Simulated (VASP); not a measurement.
# BaZrO3 (Pm-3m) in VASP: further runs, part 3 of 3

VASP 6.6.1.

## Step 6: Single point, r2SCAN

This run uses another cell than the first one, of 14.87 Å³/atom, 1.024 times its volume.

Input file POSCAR:

```
BaZrO3
1.0
    4.2051719888      0.0000000000      0.0000000000
    0.0000000000      4.2051719888      0.0000000000
    0.0000000000      0.0000000000      4.2051719888
Ba Zr O
1 1 3
Direct
    0.0000000000      0.0000000000      0.0000000000
    0.5000000000      0.5000000000      0.5000000000
    0.0000000000      0.5000000000      0.5000000000
    0.5000000000      0.0000000000      0.5000000000
    0.5000000000      0.5000000000      0.0000000000
```

Input file INCAR.step1:

```
SYSTEM = BaZrO3
PREC     = Accurate       ! precision mode
ENCUT    = 520            ! plane-wave cutoff, eV
ISMEAR   = -1             ! smearing method
SIGMA    = 0.1            ! smearing width, eV
LREAL    = .FALSE.        ! projectors in reciprocal space
LASPH    = .TRUE.         ! aspherical terms in the spheres
NELM     = 60             ! most SCF steps
NBANDS   = 28             ! bands
GGA      = PE             ! functional
ALGO     = Normal         ! electronic algorithm
EDIFF    = 1E-4           ! SCF threshold, eV
LWAVE    = .TRUE.         ! write WAVECAR
LCHARG   = .FALSE.        ! write CHGCAR
```

Input file INCAR.step2:

```
SYSTEM = BaZrO3
PREC     = Accurate       ! precision mode
ENCUT    = 520            ! plane-wave cutoff, eV
EDIFF    = 1E-6           ! SCF threshold, eV
ISMEAR   = -1             ! smearing method
SIGMA    = 0.1            ! smearing width, eV
LREAL    = .FALSE.        ! projectors in reciprocal space
LASPH    = .TRUE.         ! aspherical terms in the spheres
NELM     = 60             ! most SCF steps
ALGO     = Normal         ! electronic algorithm
ISIF     = 2              ! what is computed and relaxed
LWAVE    = .FALSE.        ! write WAVECAR
LCHARG   = .FALSE.        ! write CHGCAR
METAGGA  = R2SCAN         ! meta-GGA
LMIXTAU  = .TRUE.       
NBANDS   = 28             ! bands
ISTART   = 1
```

Input file KPOINTS:

```
regular mesh
0
G
  8 8 8
  0 0 0
```

Potentials or basis: VASP PAW PBE potentials, release 64 (Ba_sv, Zr_sv, O).

Run with:

```console
$ cat potpaw_PBE.64/Ba_sv/POTCAR potpaw_PBE.64/Zr_sv/POTCAR potpaw_PBE.64/O/POTCAR > POTCAR
$ cp INCAR.step1 INCAR
$ mpirun -np 1 vasp_std > vasp.out
$ cp INCAR.step2 INCAR
$ mpirun -np 1 vasp_std > vasp.out
```

OUTCAR:

```text
SYSTEM = BaZrO3
   PREC = Accurate
   ENCUT = 520
   EDIFF = 1E-6
   ISMEAR = -1
   LREAL = .FALSE.
   LASPH = .TRUE.
   NELM = 60
   ISIF = 2
   METAGGA = R2SCAN
   ISTART = 1

 ion  position               nearest neighbor table
   1  0.000  0.000  0.000-   3 2.97   4 2.97   5 2.97   3 2.97   4 2.97   3 2.97   5 2.97   3 2.97
                             4 2.97   5 2.97   4 2.97   5 2.97   2 3.64   2 3.64   2 3.64   2 3.64
   2  0.500  0.500  0.500-   3 2.10   4 2.10   5 2.10   5 2.10   4 2.10   3 2.10   1 3.64   1 3.64
                             1 3.64   1 3.64   1 3.64   1 3.64   1 3.64   1 3.64
   3  0.000  0.500  0.500-   2 2.10   2 2.10   1 2.97   1 2.97   1 2.97   1 2.97
   4  0.500  0.000  0.500-   2 2.10   2 2.10   1 2.97   1 2.97   1 2.97   1 2.97
   5  0.500  0.500  0.000-   2 2.10   2 2.10   1 2.97   1 2.97   1 2.97   1 2.97

  LATTYP: Found a simple cubic cell.
 ALAT       =     4.2051719888

  Lattice vectors:

 A1 = (   4.2051719888,   0.0000000000,   0.0000000000)
 A2 = (   0.0000000000,   4.2051719888,   0.0000000000)
 A3 = (   0.0000000000,   0.0000000000,   4.2051719888)

Analysis of symmetry for initial positions (statically):
=====================================================================
 Subroutine PRICEL returns:
 Original cell was already a primitive cell.

 Routine SETGRP: Setting up the symmetry group for a
 simple cubic supercell.

 Subroutine GETGRP returns: Found 48 space group operations
[... 9 lines left out ...]

 Routine SETGRP: Setting up the symmetry group for a
 simple cubic supercell.

 Subroutine GETGRP returns: Found 48 space group operations
[... 11 lines left out ...]
                                     Primitive cell

  volume of cell :      74.3620

  direct lattice vectors                    reciprocal lattice vectors
     4.205171989  0.000000000  0.000000000     0.237802402  0.000000000  0.000000000
     0.000000000  4.205171989  0.000000000     0.000000000  0.237802402  0.000000000
     0.000000000  0.000000000  4.205171989     0.000000000  0.000000000  0.237802402

[... 102 lines left out ...]
   EMIN   =  10.00;   EMAX   =-10.00  energy-range for DOS
   EFERMI =   0.00;   METHOD = LEGACY
   ISMEAR =    -1;   SIGMA  =   0.10  broadening in eV -4-tet -1-fermi 0-gaus
   EFERMI_NEDOS =   21; number of points for ismear=-14 and -15
   IALGO  =     38    algorithm
   IMIX   =      4    mixing-type and parameters
     AMIX     =   0.40;   BMIX     =  1.00
     AMIX_MAG =   1.60;   BMIX_MAG =  1.00
  volume/ion in A,a.u.               =      14.87       100.36
  Fermi-wavevector in a.u.,A,eV,Ry     =   1.331408  2.515996 24.118319  1.772646
  Thomas-Fermi vector in A             =   2.460421
   LORBIT       =      0    0 simple, 1 ext, 2 COOP (PROOUT), +10 PAW based schemes
   METAGGA = R2SCAN    functional components
   LHFCALC =     F    Hartree Fock is set to
   AEXX    =    0.0000 exact exchange contribution
   IVDW    =     0    specifies the selected vdW correction
   LEPSILON=     F    determine dielectric tensor
   LRPA    =     F    only Hartree local field effects (RPA)
 non-spin polarized calculation
  energy-cutoff  :      520.00
  volume of cell :       74.36
 maximum number of plane-waves:      2021
 NGX is ok and might be reduce to    32
   NGX = 15   NGY = 15   NGZ = 15

 number of electron      39.9999994 magnetization

 Free energy of the ion-electron system (eV)
  ---------------------------------------------------
  ext. energy  EPLUGINS =         0.00000000
  ---------------------------------------------------
  free energy    TOTEN  =       -85.10583562 eV

  energy without entropy =      -85.10583561  energy(sigma->0) =      -85.10583561

 E-fermi :   5.3405     XC(G=0): -11.3370

 val. band max:        3.4147737777   @ k =   0.5000   0.5000   0.5000
 cond. band min:       7.0935495134   @ k =   0.0000   0.0000   0.0000
 fundamental gap:      3.6787757357
 Fermi energy:         5.3404676113

 k-point     1 :       0.0000    0.0000    0.0000
  band No.  band energies     occupation
      1     -45.1596      2.00000
      2     -22.6136      2.00000
      3     -22.5893      2.00000
      4     -22.5893      2.00000
      5     -22.5893      2.00000
      6     -13.9111      2.00000
[... 733 lines left out ...]
     27      12.4503      0.00000
     28      13.0718      0.00000

 [... further k-points ...]
[... 5 lines left out ...]
  --------------------------------------------------------------------------------------
  -------------------------------------------------------------------------------------
  Total        0.4690286      0.4690286      0.4690286      0.0000000     -0.0000000      0.0000000
  in kB       10.1055188     10.1055188     10.1055188      0.0000000     -0.0000000      0.0000000
  external PRESSURE =      10.1055188 kB  Pullay stress =       0.0000000 kB

 VOLUME and BASIS-vectors are now :
 -----------------------------------------------------------------------------
  energy-cutoff  :      520.00
  volume of cell :       74.36
      direct lattice vectors                 reciprocal lattice vectors
     4.205171989  0.000000000  0.000000000     0.237802402  0.000000000  0.000000000
     0.000000000  4.205171989  0.000000000     0.000000000  0.237802402  0.000000000
     0.000000000  0.000000000  4.205171989     0.000000000  0.000000000  0.237802402

 POSITION                                       TOTAL-FORCE (eV/Angst)
 -----------------------------------------------------------------------------------
      0.00000      0.00000      0.00000         0.000000      0.000000      0.000000
      2.10259      2.10259      2.10259         0.000000      0.000000      0.000000
      0.00000      2.10259      2.10259         0.000000      0.000000      0.000000
      2.10259      0.00000      2.10259         0.000000      0.000000      0.000000
      2.10259      2.10259      0.00000         0.000000      0.000000      0.000000
 -----------------------------------------------------------------------------------
    total drift:                                0.000000     -0.000000     -0.000000

  FREE ENERGIE OF THE ION-ELECTRON SYSTEM (eV)
  ---------------------------------------------------
  free  energy   TOTEN  =       -85.1058356155 eV

  energy  without entropy=      -85.1058356119  energy(sigma->0) =      -85.10583561
```

OUTCAR.step1:

```text
SYSTEM = BaZrO3
   PREC = Accurate
   ENCUT = 520
   ISMEAR = -1
   LREAL = .FALSE.
   LASPH = .TRUE.
[... 978 lines left out ...]
      0.00000      2.10259      2.10259         0.000000      0.000000      0.000000
      2.10259      0.00000      2.10259         0.000000      0.000000      0.000000
      2.10259      2.10259      0.00000         0.000000      0.000000      0.000000
 -----------------------------------------------------------------------------------
    total drift:                                0.000000     -0.000000     -0.000000

  FREE ENERGIE OF THE ION-ELECTRON SYSTEM (eV)
  ---------------------------------------------------
  free  energy   TOTEN  =       -41.7066360751 eV

  energy  without entropy=      -41.7066360360  energy(sigma->0) =      -41.70663606
```

Run time: 77 s. Hardware: 1 thread of Intel Xeon 6975P-C (Granite Rapids), shared host; peak memory 0.23 GiB.

Results:

```
Free energy            : -85.1058 eV
Pressure               : 1.0 GPa
Band gap on the k mesh : 3.68 eV, indirect (least direct gap 3.93 eV)
```

Caveat: the PAW data sets were made with another functional, which shifts forces and pressure a little; spin-orbit coupling is left out, which moves the levels of the heavy elements. r2SCAN opens gaps a little over a GGA but as a rule still falls short of measured ones.

## Step 7: Overview

```csv
cell,k mesh,smearing,gap on the mesh (eV),pressure (GPa)
"a = 4.173 Å, 5 atoms",6 × 6 × 6,gaussian 0.01 eV,3.74,5.1
"a = 4.189 Å, 5 atoms",6 × 6 × 6,gaussian 0.01 eV,3.71,3.1
"a = 4.205 Å, 5 atoms",6 × 6 × 6,gaussian 0.01 eV,3.68,1.0
"a = 4.223 Å, 5 atoms",6 × 6 × 6,gaussian 0.01 eV,3.65,-1.0
"a = 4.205 Å, 5 atoms",8 × 8 × 8,fermi-dirac 0.1 eV,3.68,1.0
```

Alike in all rows: task single point; level r2SCAN; potentials or basis VASP PAW PBE potentials, release 64 (Ba_sv, Zr_sv, O); no spin polarisation; cutoff (eV) 520.

Caveats: the PAW data sets were made with another functional, which shifts forces and pressure a little; spin-orbit coupling is left out, which moves the levels of the heavy elements.

Total energies depend on the potentials used, so only differences within one code and one set of settings carry meaning.
